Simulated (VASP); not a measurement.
Here is a VASP 6.6.1 calculation.

File INCAR:

```
ALGO     = Normal         # electronic algorithm
EDIFF    = 1E-6           # SCF threshold, eV
ENCUT    = 520            # plane-wave cutoff, eV
GGA      = PE             # functional
ISIF     = 2              # what is computed and relaxed
ISMEAR   = 0              # smearing method
LASPH    = True           # aspherical terms in the spheres
LCHARG   = False          # write CHGCAR
LREAL    = False          # projectors in reciprocal space
LWAVE    = False          # write WAVECAR
NBANDS   = 60             # bands
NELM     = 100            # most SCF steps
PREC     = Accurate       # precision mode
SIGMA    = 0.015          # smearing width, eV
```

Contents of KPOINTS:

```
k-points
0
Gamma
  8 8 8
```

POSCAR

```
TiO2
1.0
   -4.3507577183      4.3507577183      1.8875555959
    4.3507577183     -4.3507577183      1.8875555959
    4.3507577183      4.3507577183     -1.8875555959
Ti O
4 8
Direct
    0.2922817050      0.9971447550      0.2894264600
    0.0028552450      0.2922817050      0.2951369500
    0.9971447550      0.7077182950      0.7048630500
    0.7077182950      0.0028552450      0.7105735400
    0.4988638250      0.8492152850      0.3480791100
    0.1616620200      0.1596026000      0.3212646200
    0.1507847150      0.4988638250      0.6496485400
    0.1596026000      0.8383379800      0.9979405800
    0.8403974000      0.1616620200      0.0020594200
    0.8492152850      0.5011361750      0.3503514600
    0.8383379800      0.8403974000      0.6787353800
    0.5011361750      0.1507847150      0.6519208900
```

Potentials or basis: VASP PAW PBE potentials, release 64 (Ti_sv, O).

Launch:

```bash
$ cat potpaw_PBE.64/Ti_sv/POTCAR potpaw_PBE.64/O/POTCAR > POTCAR
$ mpirun -np 1 vasp_std > vasp.out
```

(1) Predict the band gap on the k mesh.

(2) Estimate the pressure.

(3) What does it give for the largest force?

Results:

(1) 1.62 eV (least direct gap 2.31 eV).

(2) 3.8 GPa.

(3) 0.111 eV/Å.

Caveat: the cell stands under pressure.
